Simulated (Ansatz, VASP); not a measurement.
## Al: VASP beside Ansatz

```
Al
1.0
    -1.42889    1.42823    2.02005
     1.42889   -1.42823    2.02005
     1.42889    1.42823   -2.02005
Al
1
Direct
  0.00000 0.50000 0.50000
```

Alike in both runs: functional PBE; k mesh 28 × 28 × 28; occupations gaussian, width 0.1 eV; no spin polarisation.

Ansatz relaxed the structure, and its values are those at the end. VASP's run is a single point on that final structure, the one shown.

|  | VASP | Ansatz |
| --- | --- | --- |
| version | VASP 6.6.1 | Ansatz 0.2.0 |
| potentials or method | VASP PAW PBE potentials, release 64 (Al), cutoff 520 eV | scalar-relativistic, plane waves, PAW |
| valence electrons in the cell | 3 | 3 |

|  | VASP | Ansatz | Ansatz less VASP |
| --- | --- | --- | --- |
| gap on the k mesh at the Fermi level (eV) | none | none | - |
| pressure (GPa) | 0.0 | 0.0 | +0.04 |

A gap of «none» marks a metal or a gap that the smearing closes.
